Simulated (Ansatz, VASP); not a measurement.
**PbF2 in VASP and in Ansatz**

The input INCAR:

```
SYSTEM = PbF2
ALGO = Normal ; EDIFF = 1E-7
ENCUT = 520 ; GGA = PE
ISIF = 2 ; ISMEAR = 0
LASPH = .True. ; LCHARG = .False.
LREAL = .False. ; LWAVE = .False.
NBANDS = 21 ; NELM = 100
PREC = Accurate ; SIGMA = 0.05
```

The input KPOINTS:

```
k-points
0
Gamma
  8 8 8
  0 0 0
```

POSCAR

```
PbF2
1.0
    0.0000000000      2.6459687553      3.7413998199
    2.6459687553      0.0000000000      3.7413998199
    2.6459687553      2.6459687553      0.0000000000
Pb F
1 2
Direct
    0.0000000000      0.0000000000      0.0000000000
    0.2500000000      0.2500000000      0.2500000000
    0.7500000000      0.7500000000      0.7500000000
```

Input for Ansatz:

```yaml
crystal:
  lattice:
    - [0.0, 2.6459687553, 3.7413998199]
    - [2.6459687553, 0.0, 3.7413998199]
    - [2.6459687553, 2.6459687553, 0.0]
  atoms:
    - { symbol: Pb, position: [0.0, 0.0, 0.0] }
    - { symbol: F, position: [0.25, 0.25, 0.25] }
    - { symbol: F, position: [0.75, 0.75, 0.75] }
basis:
  ecutwfc: 420
kpoints:
  mp_grid: { grid: [8, 8, 8] }
hamiltonian:
  xc: pbe
scf:
  occupations: { method: gaussian, width: 0.05 }
output:
  forces: true
  stress: true
  eigenvalues: true
```

Alike in both runs: task single point; functional PBE; k mesh 8 × 8 × 8; occupations gaussian, width 0.05 eV; no spin polarisation.

|  | VASP | Ansatz |
| --- | --- | --- |
| version | VASP 6.6.1 | Ansatz 0.2.0 |
| potentials or method | VASP PAW PBE potentials, release 64 (Pb_d, F), cutoff 520 eV | scalar-relativistic, plane waves, PAW |
| valence electrons in the cell | 28 | 28 |

```tsv
	VASP	Ansatz	Ansatz less VASP
gap on the k mesh at the Fermi level (eV)	2.71	2.72	+0.004
least direct gap on the mesh (eV)	3.23	3.25	+0.016
pressure (GPa)	-1.5	-1.2	+0.21
traceless stress, the component that is largest in VASP (GPa)	-17.77	-17.79	-0.014
```

Spin-orbit coupling is off throughout.
